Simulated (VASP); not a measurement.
# Si (Fd-3m) in VASP: notebook

Si is run at these levels: PBE; tasks: single point.

All numbers are computed with VASP 6.6.1; they aren't measurements. Logs are shortened: lines on timing, memory, paths and dates and some standing lists are left out, and cuts for length are marked.

## Step 1: The cell of the first run

Symmetry: Fd-3m, No. 227, cubic system. The conventional cell has a = 5.470 Å, b = 5.470 Å, c = 5.470 Å, α = 90.00°, β = 90.00°, γ = 90.00°. Within 3.1 Å of Si (site symmetry -43m) lie 4 Si at 2.37 Å.

## Step 2: Single point, PBE

Input file INCAR:

```
PREC = Accurate
ENCUT = 500
EDIFF = 1E-6
ISMEAR = 0
SIGMA = 0.02
LREAL = F
LASPH = T
NELM = 120
ALGO = Normal
ISIF = 2
LWAVE = F
LCHARG = T
GGA = PE
LELF = T
LVHAR = T
NBANDS = 11
GGA_COMPAT = F
```

Input file KPOINTS:

```
Automatic mesh
0
Gamma
  8 8 8
```

Input file POSCAR:

```
Si
1.0
    0.0000000000      2.7348308004      2.7348308004
    2.7348308004      0.0000000000      2.7348308004
    2.7348308004      2.7348308004      0.0000000000
Si
2
Direct
    0.0000000000      0.0000000000      0.0000000000
    0.2500000000      0.2500000000      0.2500000000
```

Potentials or basis: VASP PAW PBE potentials, release 64 (Si).

The run is started by

```bash
$ cat potpaw_PBE.64/Si/POTCAR > POTCAR
$ mpirun -np 1 vasp_std > vasp.out
```

OUTCAR:

```text
PREC = Accurate
   ENCUT = 500
   EDIFF = 1E-6
   ISMEAR = 0
   LREAL = F
   LASPH = T
   NELM = 120
   ISIF = 2
   GGA = PE

 ion  position               nearest neighbor table
   1  0.000  0.000  0.000-   2 2.37   2 2.37   2 2.37   2 2.37
   2  0.250  0.250  0.250-   1 2.37   1 2.37   1 2.37   1 2.37

  LATTYP: Found a face centered cubic cell.
 ALAT       =     5.4696616008

  Lattice vectors:

 A1 = (   0.0000000000,   2.7348308004,   2.7348308004)
 A2 = (   2.7348308004,   0.0000000000,   2.7348308004)
 A3 = (   2.7348308004,   2.7348308004,   0.0000000000)

Analysis of symmetry for initial positions (statically):
=====================================================================
 Subroutine PRICEL returns:
 Original cell was already a primitive cell.

 Routine SETGRP: Setting up the symmetry group for a
 face centered cubic supercell.

 Subroutine GETGRP returns: Found 48 space group operations
 (whereof 24 operations were pure point group operations)
 out of a pool of 48 trial point group operations.

The static configuration has the point symmetry T_d .
 The point group associated with its full space group is O_h .

Analysis of symmetry for dynamics (positions and initial velocities):
=====================================================================
 Subroutine PRICEL returns:
 Original cell was already a primitive cell.

 Routine SETGRP: Setting up the symmetry group for a
 face centered cubic supercell.

 Subroutine GETGRP returns: Found 48 space group operations
 (whereof 24 operations were pure point group operations)
 out of a pool of 48 trial point group operations.

The dynamic configuration has the point symmetry T_d .
 The point group associated with its full space group is O_h .

 Subroutine INISYM returns: Found 48 space group operations
 (whereof 24 operations are pure point group operations),
 and found     1 'primitive' translations

----------------------------------------------------------------------------------------

                                     Primitive cell

  volume of cell :      40.9092

  direct lattice vectors                    reciprocal lattice vectors
     0.000000000  2.734830800  2.734830800    -0.182826667  0.182826667  0.182826667
     2.734830800  0.000000000  2.734830800     0.182826667 -0.182826667  0.182826667
     2.734830800  2.734830800  0.000000000     0.182826667  0.182826667 -0.182826667

  length of vectors
     3.867634809  3.867634809  3.867634809     0.316665076  0.316665076  0.316665076

  position of ions in fractional coordinates (direct lattice)
     0.000000000  0.000000000  0.000000000
     0.250000000  0.250000000  0.250000000

[... 87 lines left out ...]
   NELECT =       8.0000    total number of electrons
   NUPDOWN=      -1.0000    fix difference up-down
   EMIN   =  10.00;   EMAX   =-10.00  energy-range for DOS
   EFERMI =   0.00;   METHOD = LEGACY
   ISMEAR =     0;   SIGMA  =   0.02  broadening in eV -4-tet -1-fermi 0-gaus
   EFERMI_NEDOS =   21; number of points for ismear=-14 and -15
   IALGO  =     38    algorithm
   IMIX   =      4    mixing-type and parameters
     AMIX     =   0.40;   BMIX     =  1.00
     AMIX_MAG =   1.60;   BMIX_MAG =  1.00
  volume/ion in A,a.u.               =      20.45       138.03
  Fermi-wavevector in a.u.,A,eV,Ry     =   0.950235  1.795684 12.285334  0.902947
  Thomas-Fermi vector in A             =   2.078593
   LORBIT       =      0    0 simple, 1 ext, 2 COOP (PROOUT), +10 PAW based schemes
   GGA     = PE    functional components
   LHFCALC =     F    Hartree Fock is set to
   AEXX    =    0.0000 exact exchange contribution
   IVDW    =     0    specifies the selected vdW correction
   LEPSILON=     F    determine dielectric tensor
   LRPA    =     F    only Hartree local field effects (RPA)
 non-spin polarized calculation
 Gauss-broadening in eV      SIGMA  =   0.02
  energy-cutoff  :      500.00
  volume of cell :       40.91
 maximum number of plane-waves:      1056
   NGX = 15   NGY = 15   NGZ = 15

 number of electron       8.0000000 magnetization

 Free energy of the ion-electron system (eV)
  ---------------------------------------------------
  ext. energy  EPLUGINS =         0.00000000
  ---------------------------------------------------
  free energy    TOTEN  =       -10.84606678 eV

  energy without entropy =      -10.84606678  energy(sigma->0) =      -10.84606678

 E-fermi :   5.7234     XC(G=0):  -9.3246

 val. band max:        5.6122501042   @ k =   0.0000   0.0000   0.0000
 cond. band min:       6.2630467675   @ k =   0.3750   0.3750   0.0000
 fundamental gap:      0.6507966632
 Fermi energy:         5.7233814042

 k-point     1 :       0.0000    0.0000    0.0000
  band No.  band energies     occupation
      1      -6.1992      2.00000
      2       5.6123      2.00000
      3       5.6123      2.00000
      4       5.6123      2.00000
      5       8.1685      0.00000
      6       8.1685      0.00000
      7       8.1685      0.00000
      8       8.7403      0.00000
      9      13.3206      0.00000
     10      13.3206      0.00000
     11      13.4873      0.00000
[... 309 lines left out ...]
 k-point    24 :      -0.3750    0.2500    0.1250
  band No.  band energies     occupation
      1      -3.3920      2.00000
      2      -1.0934      2.00000
      3       2.2261      2.00000
      4       3.5027      2.00000
      5       8.6349      0.00000
      6       8.7586      0.00000
      7      11.4576      0.00000
      8      12.6772      0.00000
      9      12.9174      0.00000
     10      16.1184      0.00000
     11      17.1623      0.00000

 [... further k-points ...]

------------------------ aborting loop because EDIFF is reached ----------------------------------------

  FORCE on cell =-STRESS in cart. coord.  units (eV):
  Direction    XX          YY          ZZ          XY          YZ          ZX
  --------------------------------------------------------------------------------------
  -------------------------------------------------------------------------------------
  Total       -0.0112247     -0.0112247     -0.0112247     -0.0000000      0.0000000     -0.0000000
  in kB       -0.4396054     -0.4396054     -0.4396054     -0.0000000      0.0000000     -0.0000000
  external PRESSURE =      -0.4396054 kB  Pullay stress =       0.0000000 kB

 VOLUME and BASIS-vectors are now :
 -----------------------------------------------------------------------------
  energy-cutoff  :      500.00
  volume of cell :       40.91
      direct lattice vectors                 reciprocal lattice vectors
     0.000000000  2.734830800  2.734830800    -0.182826667  0.182826667  0.182826667
     2.734830800  0.000000000  2.734830800     0.182826667 -0.182826667  0.182826667
     2.734830800  2.734830800  0.000000000     0.182826667  0.182826667 -0.182826667

 POSITION                                       TOTAL-FORCE (eV/Angst)
 -----------------------------------------------------------------------------------
      0.00000      0.00000      0.00000        -0.000000     -0.000000     -0.000000
      1.36742      1.36742      1.36742         0.000000      0.000000      0.000000
 -----------------------------------------------------------------------------------
    total drift:                                0.000000      0.000000     -0.000000

  FREE ENERGIE OF THE ION-ELECTRON SYSTEM (eV)
  ---------------------------------------------------
  free  energy   TOTEN  =       -10.8460667776 eV

  energy  without entropy=      -10.8460667776  energy(sigma->0) =      -10.84606678
```

Run time: 6 s. Hardware: 1 thread of Intel Xeon Platinum 8559C (Emerald Rapids), shared host; peak memory 0.14 GiB.

Results:

- Free energy: -10.8461 eV
- Pressure: 0.0 GPa
- Band gap on the k mesh: 0.65 eV, indirect (least direct gap 2.56 eV)

Levels at points of the mesh, in eV from the valence-band top:
| k point | band 2 | band 3 | band 4 | band 5 | band 6 | band 7 |
| --- | --- | --- | --- | --- | --- | --- |
| (0.00, 0.00, 0.00) | 0.00 | 0.00 | 0.00 | 2.56 | 2.56 | 2.56 |
| (0.50, 0.00, 0.00) | -6.87 | -1.18 | -1.18 | 1.46 | 3.35 | 3.35 |
| (0.50, 0.50, 0.00) | -7.74 | -2.79 | -2.79 | 0.75 | 0.75 | 9.93 |

A k mesh can miss the band edges.

## Step 3: Single point, PBE

Input file INCAR:

```
ALGO = Normal ; EDIFF = 1E-6
ENCUT = 500 ; GGA = PE
GGA_COMPAT = False ; ISIF = 2
ISMEAR = 0 ; LASPH = True
LCHARG = False ; LREAL = False
LWAVE = False ; NBANDS = 11
NELM = 120 ; PREC = Accurate
SIGMA = 0.02
```

Input file KPOINTS:

```
k-points
0
Gamma
  10 10 10
```

POSCAR is that of step 2.

Potentials or basis: VASP PAW PBE potentials, release 64 (Si).

The run is started by

```bash
$ cat potpaw_PBE.64/Si/POTCAR > POTCAR
$ mpirun -np 1 vasp_std > vasp.out
```

Run time: 7.6 s. Hardware: 1 thread of Intel Xeon Platinum 8559C (Emerald Rapids), shared host; peak memory 0.15 GiB.

Results (log left out):

```yaml
Free_energy: -10.8492 eV
Pressure: 0.0 GPa
Band_gap_on_the_k_mesh: 0.62 eV, indirect (least direct gap 2.56 eV)
```

Levels at points of the mesh, in eV from the valence-band top:
| k point | band 1 | band 2 | band 3 | band 4 | band 5 | band 6 | band 7 | band 8 |
| --- | --- | --- | --- | --- | --- | --- | --- | --- |
| (0.00, 0.00, 0.00) | -11.81 | 0.00 | 0.00 | 0.00 | 2.56 | 2.56 | 2.56 | 3.13 |
| (0.50, 0.00, 0.00) | -9.53 | -6.87 | -1.18 | -1.18 | 1.46 | 3.35 | 3.35 | 7.70 |
| (0.50, 0.50, 0.00) | -7.74 | -7.74 | -2.79 | -2.79 | 0.75 | 0.75 | 9.93 | 9.93 |
